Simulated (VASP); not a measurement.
PbS:

```
Pb S
1.0
     4.08970    0.00000    0.00000
    -2.04485    3.54178    0.00000
     0.00000    0.00000    3.78817
Pb S
1 1
Direct
  0.00000 0.00000 0.00000
  0.66667 0.33333 0.50000
```

```yaml
Program: VASP 6.6.1
Task: relaxation of cell and atoms
Functional: PBE0
Potentials_or_basis: VASP PAW PBE potentials, release 64 (Pb_d, S)
Cutoff: 600 eV
k_mesh: 4 × 4 × 4
Occupations: fermi-dirac, width 0.05 eV
Spin: no spin polarisation
```

At the start: pressure -1.3 GPa; volume 27.44 Å³/atom.

**Question.** How do energy, volume and symmetry change on relaxing?

**Answer.** Over 6 steps the energy falls by 2.9 meV/atom and the volume is 26.74 Å³/atom (-2.5 %); space group P-6m2 (No. 187, to 0.1 Å) before and after.

The path:
| step | energy change (eV) | largest force (eV/Å) | pressure (GPa) | volume (Å³) |
| --- | --- | --- | --- | --- |
| 1 | 0.0000 | 0.0000 | -1.26 | 54.87 |
| 2 | -0.0047 | 0.0000 | 0.44 | 53.18 |
| 3 | -0.0052 | 0.0000 | 0.04 | 53.57 |
| 4 | -0.0057 | 0.0000 | 0.01 | 53.52 |
| 5 | -0.0057 | 0.0000 | -0.01 | 53.47 |
| 6 | -0.0058 | 0.0000 | 0.00 | 53.49 |

Final structure:
```yaml
crystal:
  lattice:
    - [4.04180, 0.00000, 0.00000]
    - [-2.02090, 3.50030, 0.00000]
    - [0.00000, 0.00000, 3.78071]
  atoms:
    - { symbol: Pb, position: [0.00000, 0.00000, 0.00000] }
    - { symbol: S, position: [0.66667, 0.33333, 0.50000] }
```

Caveat: the k points lie up to 0.45 Å⁻¹ apart in the final cell; the PAW data sets were made with another functional, which shifts forces and pressure a little.
